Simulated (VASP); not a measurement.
# Ti (I4/mmm) in VASP: a series of runs

Ti is run at these levels: PBE; tasks: single point.

All numbers are computed with VASP 6.6.1; they aren't measurements. Logs are shortened: lines on timing, memory, paths and dates and some standing lists are left out, and cuts for length are marked.

## (1) The cell of the first run

It takes space group I4/mmm (No. 139, tetragonal). The conventional cell has a = 3.282 Å, b = 3.282 Å, c = 3.266 Å, α = 90.00°, β = 90.00°, γ = 90.00°. Within 3.7 Å of Ti (site symmetry 4/mmm) lie 14 Ti at 2.84 to 3.28 Å.

## (2) Single point, PBE (strain -0.0050 x Voigt [1, 0, 0, 0, 0, 0])

The input, INCAR:

```
SYSTEM = Ti
PREC = Accurate
ENCUT = 520
EDIFF = 1E-6
ISMEAR = 0
SIGMA = 0.15
LREAL = .False.
LASPH = .True.
NELM = 80
ALGO = Normal
ISIF = 2
LWAVE = .False.
LCHARG = .False.
GGA = PE
NBANDS = 12
```

The input, KPOINTS:

```
regular mesh
0
Gamma
  20 20 20
  0 0 0
```

The input, POSCAR:

```
Ti
1.0
   -1.6327950000      1.6410000000      1.6410000000
    1.6327950000     -1.6410000000      1.6410000000
    1.6327950000      1.6410000000     -1.6410000000
Ti
1
Direct
    0.0000000000      0.0000000000      0.0000000000
```

Potentials or basis: VASP PAW PBE potentials, release 64 (Ti_sv).

On the command line:

```
$ cat potpaw_PBE.64/Ti_sv/POTCAR > POTCAR
$ mpirun -np 1 vasp_std > vasp.out
```

OUTCAR:

```text
SYSTEM = Ti
   PREC = Accurate
   ENCUT = 520
   EDIFF = 1E-6
   ISMEAR = 0
   LREAL = .False.
   LASPH = .True.
   NELM = 80
   ISIF = 2
   GGA = PE

 ion  position               nearest neighbor table
   1  0.000  0.000  0.000-

  LATTYP: Found a body centered tetragonal cell.
 ALAT       =     3.2820000000
 C/A-ratio  =     0.9950000000

  Lattice vectors:

 A1 = (  -1.6327950000,   1.6410000000,  -1.6410000000)
 A2 = (  -1.6327950000,  -1.6410000000,   1.6410000000)
 A3 = (   1.6327950000,   1.6410000000,   1.6410000000)

Analysis of symmetry for initial positions (statically):
=====================================================================
 Subroutine PRICEL returns:
 Original cell was already a primitive cell.

 Routine SETGRP: Setting up the symmetry group for a
 body centered tetragonal supercell.

 Subroutine GETGRP returns: Found 16 space group operations
 (whereof 16 operations were pure point group operations)
 out of a pool of 16 trial point group operations.

The static configuration has the point symmetry D_4h.

Analysis of symmetry for dynamics (positions and initial velocities):
=====================================================================
 Subroutine PRICEL returns:
 Original cell was already a primitive cell.

 Routine SETGRP: Setting up the symmetry group for a
 body centered tetragonal supercell.

 Subroutine GETGRP returns: Found 16 space group operations
 (whereof 16 operations were pure point group operations)
 out of a pool of 16 trial point group operations.

The dynamic configuration has the point symmetry D_4h.

 Subroutine INISYM returns: Found 16 space group operations
 (whereof 16 operations are pure point group operations),
 and found     1 'primitive' translations

----------------------------------------------------------------------------------------

                                     Primitive cell

  volume of cell :      17.5877

  direct lattice vectors                    reciprocal lattice vectors
    -1.632795000  1.641000000  1.641000000     0.000000000  0.304692261  0.304692261
     1.632795000 -1.641000000  1.641000000     0.306223378  0.000000000  0.304692261
     1.632795000  1.641000000 -1.641000000     0.306223378  0.304692261  0.000000000

  length of vectors
     2.837566125  2.837566125  2.837566125     0.430899928  0.431983947  0.431983947

  position of ions in fractional coordinates (direct lattice)
     0.000000000  0.000000000  0.000000000

  ion indices of the primitive-cell ions
   primitive index   ion index
                 1           1

----------------------------------------------------------------------------------------

 KPOINTS: regular mesh

Automatic generation of k-mesh.
 Grid dimensions read from file:
 generate k-points for:   20   20   20

 Generating k-lattice:

  Cartesian coordinates                     Fractional coordinates (reciprocal lattice)
     0.000000000  0.015234613  0.015234613     0.050000000  0.000000000  0.000000000
     0.015311169  0.000000000  0.015234613     0.000000000  0.050000000 -0.000000000
     0.015311169  0.015234613  0.000000000     0.000000000 -0.000000000  0.050000000

  Length of vectors
     0.021544996  0.021599197  0.021599197

  Shift w.r.t. Gamma in fractional coordinates (k-lattice)
     0.000000000  0.000000000  0.000000000

 Subroutine IBZKPT returns following result:
 ===========================================

 Found    641 irreducible k-points:

 Following reciprocal coordinates:
            Coordinates               Weight
  0.000000  0.000000  0.000000      1.000000
  0.050000  0.000000  0.000000      4.000000
  0.100000  0.000000  0.000000      4.000000
  0.150000  0.000000  0.000000      4.000000
  0.200000  0.000000  0.000000      4.000000
  0.250000  0.000000  0.000000      4.000000
[... 16 lines left out ...]
  0.050000  0.100000  0.000000     16.000000
  0.100000  0.100000 -0.000000     16.000000
 [... further k-points ...]
   k-points           NKPTS =    641   k-points in BZ     NKDIM =    641   number of bands    NBANDS=     12
   number of dos      NEDOS =    301   number of ions     NIONS =      1
   total plane-waves  NPLWV =  13824
   dimension x,y,z NGX =    24 NGY =   24 NGZ =   24
   dimension x,y,z NGXF=    48 NGYF=   48 NGZF=   48
   ions per type =               1
   NGX,Y,Z   is equivalent  to a cutoff of  14.06, 14.06, 14.06 a.u.
   NGXF,Y,Z  is equivalent  to a cutoff of  28.12, 28.12, 28.12 a.u.
 SYSTEM =  Ti
   PREC   = accura    normal or accurate (medium, high low for compatibility)
   ISTART =      0    job   : 0-new  1-cont  2-samecut
   ICHARG =      2    charge: 1-file 2-atom 10-const
   ISPIN  =      1    spin polarized calculation?
   LNONCOLLINEAR =      F non collinear calculations
   LSORBIT =      F    spin-orbit coupling
   LASPH  =      T    aspherical Exc in radial PAW
   ENCUT  =  520.0 eV  38.22 Ry    6.18 a.u.   5.28  5.28  5.28*2*pi/ulx,y,z
   NELM   =     80;   NELMIN=  2; NELMDL= -5     # of ELM steps
   EDIFF  = 0.1E-05   stopping-criterion for ELM
   LREAL  =      F    real-space projection
   EDIFFG = 0.1E-04   stopping-criterion for IOM
   NSW    =      0    number of steps for IOM
   IBRION =     -1    ionic relax: 0-MD 1-quasi-New 2-CG
   NFREE  =      0    steps in history (QN), initial steepest desc. (CG)
   ISIF   =      2    stress and relaxation
   ISYM   =      2    0-nonsym 1-usesym 2-fastsym
   POTIM  = 0.5000    time-step for ionic-motion
   TEBEG  =    0.0;   TEEND  =   0.0 temperature during run
   PSTRESS=    0.0 pullay stress
   NELECT =      12.0000    total number of electrons
   NUPDOWN=      -1.0000    fix difference up-down
   EMIN   =  10.00;   EMAX   =-10.00  energy-range for DOS
   EFERMI =   0.00;   METHOD = LEGACY
   ISMEAR =     0;   SIGMA  =   0.15  broadening in eV -4-tet -1-fermi 0-gaus
   EFERMI_NEDOS =   21; number of points for ismear=-14 and -15
   IALGO  =     38    algorithm
   IMIX   =      4    mixing-type and parameters
     AMIX     =   0.40;   BMIX     =  1.00
     AMIX_MAG =   1.60;   BMIX_MAG =  1.00
  volume/ion in A,a.u.               =      17.59       118.69
  Fermi-wavevector in a.u.,A,eV,Ry     =   1.441227  2.723524 28.261130  2.077134
  Thomas-Fermi vector in A             =   2.559883
   LORBIT       =      0    0 simple, 1 ext, 2 COOP (PROOUT), +10 PAW based schemes
   GGA     = PE    functional components
   LHFCALC =     F    Hartree Fock is set to
   AEXX    =    0.0000 exact exchange contribution
   IVDW    =     0    specifies the selected vdW correction
   LEPSILON=     F    determine dielectric tensor
   LRPA    =     F    only Hartree local field effects (RPA)
 non-spin polarized calculation
 Gauss-broadening in eV      SIGMA  =   0.15
  energy-cutoff  :      520.00
  volume of cell :       17.59
 maximum number of plane-waves:       486
 NGX is ok and might be reduce to    24
   NGX = 11   NGY = 11   NGZ = 11

 number of electron      12.0000000 magnetization

 Free energy of the ion-electron system (eV)
  ---------------------------------------------------
  ext. energy  EPLUGINS =         0.00000000
  ---------------------------------------------------
  free energy    TOTEN  =        -7.73518323 eV

  energy without entropy =       -7.70824446  energy(sigma->0) =       -7.72171385

 E-fermi :   7.9573     XC(G=0): -11.4350

 val. band max:        7.9572160196   @ k =   0.1000   0.2500  -0.0000
 cond. band min:       7.9575427011   @ k =  -0.4000  -0.4500   0.1000
 fundamental gap:      0.0003266815
 Fermi energy:         7.9572803487

 k-point     1 :       0.0000    0.0000    0.0000
  band No.  band energies     occupation
      1     -48.5999      2.00000
      2     -24.4710      2.00000
      3     -24.4706      2.00000
      4     -24.4706      2.00000
      5       2.0303      2.00000
      6       8.9100      0.00000
      7       8.9453      0.00000
      8       8.9453      0.00000
      9      10.6422      0.00000
     10      10.6835      0.00000
     11      25.2487      0.00000
     12      25.2487      0.00000

 k-point     2 :       0.0500    0.0000    0.0000
  band No.  band energies     occupation
      1     -48.5969      2.00000
      2     -24.4870      2.00000
      3     -24.4760      2.00000
      4     -24.4706      2.00000
      5       2.1149      2.00000
      6       8.9006      0.00000
      7       8.9071      0.00000
      8       9.0063      0.00000
      9      10.5960      0.00000
     10      10.6851      0.00000
     11      25.1119      0.00000
     12      25.2433      0.00000

 k-point     3 :       0.1000    0.0000    0.0000
  band No.  band energies     occupation
      1     -48.5882      2.00000
      2     -24.5346      2.00000
      3     -24.4906      2.00000
      4     -24.4708      2.00000
      5       2.3642      2.00000
      6       8.7983      0.00000
      7       8.8607      0.00000
      8       9.1865      0.00000
      9      10.4839      0.00000
     10      10.6911      0.00000
     11      24.6809      0.00000
     12      25.1689      0.00000

 k-point     4 :       0.1500    0.0000    0.0000
  band No.  band energies     occupation
      1     -48.5746      2.00000
      2     -24.6080      2.00000
      3     -24.5132      2.00000
      4     -24.4711      2.00000
      5       2.7636      2.00000
      6       8.6341      0.00000
      7       8.7625      0.00000
      8       9.4774      0.00000
      9      10.3721      0.00000
     10      10.7049      0.00000
     11      23.9195      0.00000
     12      24.8882      0.00000

 k-point     5 :       0.2000    0.0000    0.0000
  band No.  band energies     occupation
      1     -48.5573      2.00000
      2     -24.6996      2.00000
      3     -24.5416      2.00000
      4     -24.4714      2.00000
      5       3.2867      2.00000
      6       8.4354      0.00001
      7       8.5939      0.00000
      8       9.8638      0.00000
      9      10.3243      0.00000
     10      10.7302      0.00000
     11      22.8439      0.00000
     12      24.3388      0.00000
[... 228 lines left out ...]
      1     -48.4756      2.00000
      2     -25.1068      2.00000
      3     -24.6763      2.00000
      4     -24.4794      2.00000
      5       5.5802      2.00000
      6       7.6143      1.99878
      7       8.8807      0.00000
      8      10.6077      0.00000
      9      11.0361      0.00000
     10      12.2161      0.00000
     11      16.6277      0.00000
     12      21.2942      0.00000

 k-point    22 :       0.0000    0.1000   -0.0000
  band No.  band energies     occupation
      1     -48.5881      2.00000
      2     -24.5347      2.00000
      3     -24.4904      2.00000
      4     -24.4712      2.00000
      5       2.3659      2.00000
      6       8.7770      0.00000
      7       8.8924      0.00000
      8       9.1707      0.00000
      9      10.5138      0.00000
     10      10.6656      0.00000
     11      24.7216      0.00000
     12      25.2013      0.00000

 k-point    23 :       0.0500    0.1000    0.0000
  band No.  band energies     occupation
      1     -48.5798      2.00000
      2     -24.5799      2.00000
      3     -24.4986      2.00000
      4     -24.4768      2.00000
      5       2.6084      2.00000
      6       8.6963      0.00000
      7       8.8019      0.00000
      8       9.3650      0.00000
      9      10.4060      0.00000
     10      10.7007      0.00000
     11      24.3208      0.00000
     12      25.0054      0.00000

 k-point    24 :       0.1000    0.1000   -0.0000
  band No.  band energies     occupation
      1     -48.5668      2.00000
      2     -24.6476      2.00000
      3     -24.5129      2.00000
      4     -24.4860      2.00000
      5       2.9979      2.00000
      6       8.5825      0.00000
      7       8.6352      0.00000
      8       9.6757      0.00000
      9      10.2866      0.00000
     10      10.7537      0.00000
     11      23.7357      0.00000
     12      24.4629      0.00000

 [... further k-points ...]
[... 5 lines left out ...]
  --------------------------------------------------------------------------------------
  -------------------------------------------------------------------------------------
  Total       -0.2431793     -0.2284765     -0.2284765      0.0000000      0.0000000      0.0000000
  in kB      -22.1527863    -20.8134174    -20.8134174      0.0000000      0.0000000      0.0000000
  external PRESSURE =     -21.2598737 kB  Pullay stress =       0.0000000 kB

 VOLUME and BASIS-vectors are now :
 -----------------------------------------------------------------------------
  energy-cutoff  :      520.00
  volume of cell :       17.59
      direct lattice vectors                 reciprocal lattice vectors
    -1.632795000  1.641000000  1.641000000     0.000000000  0.304692261  0.304692261
     1.632795000 -1.641000000  1.641000000     0.306223378  0.000000000  0.304692261
     1.632795000  1.641000000 -1.641000000     0.306223378  0.304692261  0.000000000

 POSITION                                       TOTAL-FORCE (eV/Angst)
 -----------------------------------------------------------------------------------
      0.00000      0.00000      0.00000         0.000000     -0.000000      0.000000
 -----------------------------------------------------------------------------------
    total drift:                                0.000000      0.000000     -0.000000

  FREE ENERGIE OF THE ION-ELECTRON SYSTEM (eV)
  ---------------------------------------------------
  free  energy   TOTEN  =        -7.7351832333 eV

  energy  without entropy=       -7.7082444605  energy(sigma->0) =       -7.72171385
```

Run time: 2.3 min. Hardware: 1 thread of Intel Xeon 8259CL, shared host; peak memory 0.25 GiB.

Results:

```
Free energy            : -7.7352 eV
Pressure               : -2.1 GPa
Band gap on the k mesh : zero (band 6 reaches 8.93 eV, above the bottom of band 7 at 7.31 eV)
```

Levels at points of the mesh, in eV from the Fermi level:
| k point | band 4 | band 5 | band 6 | band 7 | band 8 | band 9 |
| --- | --- | --- | --- | --- | --- | --- |
| (0.00, 0.00, 0.00) | -32.43 | -5.93 | 0.95 | 0.99 | 0.99 | 2.68 |
| (0.50, 0.00, 0.00) | -32.43 | -2.42 | -0.35 | 1.08 | 2.66 | 3.02 |
| (0.00, 0.50, 0.00) | -32.43 | -2.42 | -0.40 | 1.11 | 2.70 | 3.04 |
| (0.50, 0.50, 0.50) | -32.87 | -2.07 | -2.05 | 3.85 | 3.85 | 3.86 |

Caveat: the cell differs from its parent crystal (strain -0.0050 x Voigt [1, 0, 0, 0, 0, 0]).

## (3) Single point, PBE (strain +0.0050 x Voigt [1, 0, 0, 0, 0, 0])

The input, INCAR:

```
PREC = Accurate
ENCUT = 520
EDIFF = 1E-6
ISMEAR = 0
SIGMA = 0.15
LREAL = False
LASPH = True
NELM = 80
ALGO = Normal
ISIF = 2
LWAVE = False
LCHARG = False
GGA = PE
NBANDS = 12
```

The input, KPOINTS:

```
Automatic mesh
0
Gamma
  20 20 20
```

The input, POSCAR:

```
Ti
1.0
   -1.6492050000      1.6410000000      1.6410000000
    1.6492050000     -1.6410000000      1.6410000000
    1.6492050000      1.6410000000     -1.6410000000
Ti
1
Direct
    0.0000000000      0.0000000000      0.0000000000
```

Potentials or basis: VASP PAW PBE potentials, release 64 (Ti_sv).

On the command line:

```
$ cat potpaw_PBE.64/Ti_sv/POTCAR > POTCAR
$ mpirun -np 1 vasp_std > vasp.out
```

Wall time 2.4 min (1 thread of Intel Xeon 8259CL, shared host); peak memory 0.25 GiB.

The run converged. Its results:

| Property | Result |
| --- | --- |
| Free energy | -7.7324 eV |
| Pressure | -3.1 GPa |
| Band gap on the k mesh | zero (band 6 reaches 8.81 eV, above the bottom of band 7 at 7.22 eV) |

Stress tensor (GPa, compression positive):
```
-3.01  0.00  0.00
 0.00 -3.14  0.00
 0.00  0.00 -3.14
```

Levels at points of the mesh, in eV from the Fermi level:
```
           k point  band 2  band 3  band 4  band 5  band 6  band 7  band 8  band 9  band 10  band 11
(0.00, 0.00, 0.00)  -32.46  -32.46  -32.46   -5.90    0.96    0.96    0.99    2.65     2.69    17.19
(0.50, 0.00, 0.00)  -33.08  -32.66  -32.46   -2.40   -0.40    1.09    2.68    3.01     4.15     8.54
(0.00, 0.50, 0.00)  -33.08  -32.66  -32.46   -2.40   -0.36    1.06    2.64    2.99     4.14     8.51
(0.50, 0.50, 0.50)  -32.89  -32.89  -32.89   -2.04   -2.02    3.80    3.81    3.81     8.10     8.24
```

Caveat: the cell differs from its parent crystal (strain +0.0050 x Voigt [1, 0, 0, 0, 0, 0]).

[end of part 1 of 3]
